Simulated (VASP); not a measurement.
# SiC (P6_3/mmc) in VASP: single point with HSE06

Aim: the single point of SiC with HSE06.

All numbers are computed with VASP 6.6.1; they aren't measurements. Logs are shortened: lines on timing, memory, paths and dates and some standing lists are left out, and cuts for length are marked.

## Step 1: The cell of the first run

The structure is hexagonal, space group P6_3/mmc (No. 194). The conventional cell has a = 3.137 Å, b = 3.137 Å, c = 4.933 Å, α = 90.00°, β = 90.00°, γ = 120.00°. Si (site symmetry -6m2) has 5 C at 1.81 to 2.47 Å within 2.5 Å. C (site symmetry -6m2) has 5 Si at 1.81 to 2.47 Å within 2.5 Å.

## Step 2: Single point, HSE06

POSCAR reads:

```
SiC
1.0
    3.1373352533      0.0000000000      0.0000000000
   -1.5686676266      2.7170120295      0.0000000000
    0.0000000000      0.0000000000      4.9327190645
Si C
2 2
Direct
    0.3333333333      0.6666666667      0.2500000000
    0.6666666667      0.3333333333      0.7500000000
    0.6666666667      0.3333333333      0.2500000000
    0.3333333333      0.6666666667      0.7500000000
```

INCAR.step1 reads:

```
  ALGO = Normal
  EDIFF = 1E-5
  ENCUT = 520
  GGA = PE
  ISIF = 2
  ISMEAR = -1
  LASPH = T
  LCHARG = F
  LREAL = F
  LWAVE = T
  NBANDS = 16
  NELM = 60
  PREC = Accurate
  SIGMA = 0.02
```

INCAR.step2 reads:

```
  ALGO = Normal
  EDIFF = 1E-6
  ENCUT = 520
  GGA = PE
  HFSCREEN = 0.2079
  ISIF = 2
  ISMEAR = -1
  ISTART = 1
  LASPH = T
  LCHARG = F
  LHFCALC = T
  LREAL = F
  LWAVE = F
  NBANDS = 16
  NELM = 60
  PREC = Accurate
  PRECFOCK = Normal
  SIGMA = 0.02
```

KPOINTS reads:

```
k-points
0
Gamma
  5 5 5
```

Potentials or basis: VASP PAW PBE potentials, release 64 (Si, C).

Launch:

```bash
$ cat potpaw_PBE.64/Si/POTCAR potpaw_PBE.64/C/POTCAR > POTCAR
$ cp INCAR.step1 INCAR
$ mpirun -np 1 vasp_std > vasp.out
$ cp INCAR.step2 INCAR
$ mpirun -np 1 vasp_std > vasp.out
```

OUTCAR:

```text
EDIFF = 1E-6
   ENCUT = 520
   GGA = PE
   HFSCREEN = 0.2079
   ISIF = 2
   ISMEAR = -1
   ISTART = 1
   LASPH = T
   LHFCALC = T
   LREAL = F
   NELM = 60
   PREC = Accurate
   PRECFOCK = Normal

 ion  position               nearest neighbor table
   1  0.333  0.667  0.250-   3 1.81   3 1.81   3 1.81   4 2.47   4 2.47   2 3.06   2 3.06   2 3.06
                             2 3.06   2 3.06   2 3.06
   2  0.667  0.333  0.750-   4 1.81   4 1.81   4 1.81   3 2.47   3 2.47   1 3.06   1 3.06   1 3.06
                             1 3.06   1 3.06   1 3.06
   3  0.667  0.333  0.250-   1 1.81   1 1.81   1 1.81   2 2.47   2 2.47
   4  0.333  0.667  0.750-   2 1.81   2 1.81   2 1.81   1 2.47   1 2.47

  LATTYP: Found a hexagonal cell.
 ALAT       =     3.1373352533
 C/A-ratio  =     1.5722639330

  Lattice vectors:

 A1 = (   3.1373352533,   0.0000000000,   0.0000000000)
 A2 = (  -1.5686676266,   2.7170120295,   0.0000000000)
 A3 = (   0.0000000000,   0.0000000000,   4.9327190645)

Analysis of symmetry for initial positions (statically):
=====================================================================
 Subroutine PRICEL returns:
 Original cell was already a primitive cell.

 Routine SETGRP: Setting up the symmetry group for a
 hexagonal supercell.

 Subroutine GETGRP returns: Found 24 space group operations
 (whereof 12 operations were pure point group operations)
 out of a pool of 24 trial point group operations.

The static configuration has the point symmetry D_3d.
 The point group associated with its full space group is D_6h.

Analysis of symmetry for dynamics (positions and initial velocities):
=====================================================================
 Subroutine PRICEL returns:
 Original cell was already a primitive cell.

 Routine SETGRP: Setting up the symmetry group for a
 hexagonal supercell.

 Subroutine GETGRP returns: Found 24 space group operations
 (whereof 12 operations were pure point group operations)
 out of a pool of 24 trial point group operations.

The dynamic configuration has the point symmetry D_3d.
 The point group associated with its full space group is D_6h.

 Subroutine INISYM returns: Found 24 space group operations
 (whereof 12 operations are pure point group operations),
[... 95 lines left out ...]
   NFREE  =      0    steps in history (QN), initial steepest desc. (CG)
   ISIF   =      2    stress and relaxation
   ISYM   =      3    0-nonsym 1-usesym 2-fastsym
   POTIM  = 0.5000    time-step for ionic-motion
   TEBEG  =    0.0;   TEEND  =   0.0 temperature during run
   PSTRESS=    0.0 pullay stress
   NELECT =      16.0000    total number of electrons
   NUPDOWN=      -1.0000    fix difference up-down
   EMIN   =  10.00;   EMAX   =-10.00  energy-range for DOS
   EFERMI =   0.00;   METHOD = LEGACY
   ISMEAR =    -1;   SIGMA  =   0.02  broadening in eV -4-tet -1-fermi 0-gaus
   EFERMI_NEDOS =   21; number of points for ismear=-14 and -15
   IALGO  =     38    algorithm
   IMIX   =      1    mixing-type and parameters
     AMIX     =   0.40;   BMIX     =  1.00
     AMIX_MAG =   1.60;   BMIX_MAG =  1.00
  volume/ion in A,a.u.               =      10.51        70.94
  Fermi-wavevector in a.u.,A,eV,Ry     =   1.186320  2.241820 19.148231  1.407355
  Thomas-Fermi vector in A             =   2.322495
   LORBIT       =      0    0 simple, 1 ext, 2 COOP (PROOUT), +10 PAW based schemes
   GGA     = PE    functional components
   LHFCALC =     T    Hartree Fock is set to
   PRECFOCK=normal    Normal, Fast or Accurate (Low or Medium for compatibility)
   ENCUT4O =  -1.0   cutoff for four orbital integrals eV
   NKREDX  =     1    reduce k-point grid by
   NKREDY  =     1    reduce k-point grid by
   NKREDZ  =     1    reduce k-point grid by
   AEXX    =    0.2500 exact exchange contribution
   HFSCREEN=    0.2079 screening length (either q_TF or 0.3 A-1)
   HFSCREENC=   0.2079 screening length for correlation (either q_TF or 0.3 A-1)
   ENCUTFOCK=  -1.0 apply spherical cutoff to Coloumb kernel
   IVDW    =     0    specifies the selected vdW correction
   LEPSILON=     F    determine dielectric tensor
   LRPA    =     F    only Hartree local field effects (RPA)
 non-spin polarized calculation
  energy-cutoff  :      520.00
  volume of cell :       42.05
 maximum number of plane-waves:      1152
 NGX is ok and might be reduce to    24
  NGX = 18; NGY = 18; NGZ = 28

 number of electron      16.0000001 magnetization

 Free energy of the ion-electron system (eV)
  ---------------------------------------------------
  ext. energy  EPLUGINS =         0.00000000
  ---------------------------------------------------
  free energy    TOTEN  =       -32.86334462 eV

  energy without entropy =      -32.86334462  energy(sigma->0) =      -32.86334462

 E-fermi :  10.3658     XC(G=0):  -9.3025

 val. band max:       10.0040566997   @ k =   0.0000   0.0000   0.0000
 cond. band min:      10.7606765400   @ k =   0.4000  -0.0000   0.0000
 fundamental gap:      0.7566198403
 Fermi energy:        10.3657628749

 k-point     1 :       0.0000    0.0000    0.0000
  band No.  band energies     occupation
      1      -9.5966      2.00000
      2      -5.8627      2.00000
      3      -0.7180      2.00000
      4       5.0421      2.00000
      5       5.0421      2.00000
      6       6.4378      2.00000
[... 262 lines left out ...]
      3      -1.6429      2.00000
      4      -1.1770      2.00000
      5       1.5606      2.00000
      6       2.3217      2.00000
[... 8 lines left out ...]
     15      20.4352      0.00000
     16      20.9592      0.00000

------------------------ aborting loop because EDIFF is reached ----------------------------------------

  FORCE on cell =-STRESS in cart. coord.  units (eV):
  Direction    XX          YY          ZZ          XY          YZ          ZX
  --------------------------------------------------------------------------------------
  -------------------------------------------------------------------------------------
  Total       -0.4515759     -0.4515759     -0.3642153     -0.0000000      0.0000000     -0.0000000
  in kB      -17.2068915    -17.2068915    -13.8780955     -0.0000000      0.0000000     -0.0000000
  external PRESSURE =     -16.0972928 kB  Pullay stress =       0.0000000 kB

 VOLUME and BASIS-vectors are now :
 -----------------------------------------------------------------------------
  energy-cutoff  :      520.00
  volume of cell :       42.05
      direct lattice vectors                 reciprocal lattice vectors
     3.137335253  0.000000000  0.000000000     0.318741836  0.184025685  0.000000000
    -1.568667627  2.717012030  0.000000000     0.000000000  0.368051370  0.000000000
     0.000000000  0.000000000  4.932719064     0.000000000  0.000000000  0.202727945

 POSITION                                       TOTAL-FORCE (eV/Angst)
 -----------------------------------------------------------------------------------
     -0.00000      1.81134      1.23318        -0.000000     -0.000000      0.000000
      1.56867      0.90567      3.69954         0.000000     -0.000000      0.000000
      1.56867      0.90567      1.23318         0.000000     -0.000000     -0.000000
     -0.00000      1.81134      3.69954        -0.000000      0.000000      0.000000
 -----------------------------------------------------------------------------------
    total drift:                                0.000000     -0.000000     -0.000000

  FREE ENERGIE OF THE ION-ELECTRON SYSTEM (eV)
  ---------------------------------------------------
  free  energy   TOTEN  =       -32.8633446206 eV

  energy  without entropy=      -32.8633446204  energy(sigma->0) =      -32.86334462
```

OSZICAR.step1:

```text
N       E                     dE             d eps       ncg     rms          rms(c)
DAV:   1     0.267589635645E+02    0.26759E+02   -0.70595E+03   480   0.893E+02
DAV:   2    -0.298876040250E+02   -0.56647E+02   -0.50298E+02   688   0.153E+02
DAV:   3    -0.324238854619E+02   -0.25363E+01   -0.25216E+01   632   0.306E+01
DAV:   4    -0.324427492338E+02   -0.18864E-01   -0.18861E-01   600   0.322E+00
DAV:   5    -0.324429338494E+02   -0.18462E-03   -0.18461E-03   600   0.302E-01    0.130E+01
DAV:   6    -0.283561516046E+02    0.40868E+01   -0.71246E+00   592   0.167E+01    0.555E+00
DAV:   7    -0.282901019961E+02    0.66050E-01   -0.11386E+00   648   0.634E+00    0.251E+00
DAV:   8    -0.282725391480E+02    0.17563E-01   -0.58059E-02   536   0.152E+00    0.654E-01
DAV:   9    -0.282698303816E+02    0.27088E-02   -0.11656E-02   616   0.717E-01    0.140E-01
DAV:  10    -0.282701935213E+02   -0.36314E-03   -0.96769E-04   544   0.205E-01    0.727E-02
DAV:  11    -0.282703005044E+02   -0.10698E-03   -0.15752E-04   576   0.892E-02    0.107E-02
DAV:  12    -0.282703005389E+02   -0.34472E-07   -0.49716E-06   472   0.154E-02
   1 F= -.28270301E+02 E0= -.28269983E+02  d E =-.634080E-03
```

It took 11 min on 1 thread of Intel Xeon Platinum 8488C (Sapphire Rapids), shared host; peak memory 0.26 GiB.

What came out:

```yaml
Free_energy: -32.8633 eV
Pressure: -1.6 GPa
Band_gap_on_the_k_mesh: 0.76 eV (least direct gap 2.42 eV)
```

Levels at points of the mesh, in eV from the valence-band top:
```tsv
k point	band 6	band 7	band 8	band 9	band 10	band 11
(0.00, 0.00, 0.00)	-3.57	-3.57	0.00	2.42	4.57	4.78
```

Caveat: the k points lie up to 0.46 Å⁻¹ apart; the PAW data sets were made with another functional, which shifts forces and pressure a little; an odd mesh through Γ misses points on the zone boundary, where band edges can lie.
